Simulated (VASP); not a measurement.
Input of a VASP 6.6.1 run:

The input INCAR:

```
SYSTEM = ZrF2
  PREC = Accurate
  ENCUT = 520
  EDIFF = 1E-6
  ISMEAR = 0
  SIGMA = 0.1
  LREAL = .FALSE.
  LASPH = .TRUE.
  NELM = 80
  ALGO = Normal
  ISIF = 2
  LWAVE = .FALSE.
  LCHARG = .FALSE.
  GGA = PE
  NBANDS = 20
```

Contents of KPOINTS:

```
regular mesh
0
G
  6 6 4
  0 0 0
```

File POSCAR:

```
ZrF2
1.0
    4.2035952900      0.0000000000      0.0000000000
    0.0000000000      4.2035952900      0.0000000000
    0.0000000000      0.0000000000      3.3049936281
Zr F
1 2
Direct
    0.5000000000      0.5000000000      0.2085206284
    0.0000000000      0.5000000000      0.2087581158
    0.5000000000      0.0000000000      0.2087581158
```

Potentials or basis: VASP PAW PBE potentials, release 64 (Zr_sv, F).

Launch:

```console
$ cat potpaw_PBE.64/Zr_sv/POTCAR potpaw_PBE.64/F/POTCAR > POTCAR
$ mpirun -np 1 vasp_std > vasp.out
```

Task: What does it give for the largest force?

Result: 0.003 eV/Å.

Task: What does it give for the pressure?

Result: 0.1 GPa.

Task: What does it give for the band gap on the k mesh?

Result: Zero (bands 13 and 14 overlap by 1.25 eV).

Stress tensor (GPa, compression positive):
```
 0.37  0.00  0.00
 0.00  0.37  0.00
 0.00  0.00 -0.36
```

Caveat: the k points lie up to 0.48 Å⁻¹ apart, too coarse for converged energies and pressures of a metal.
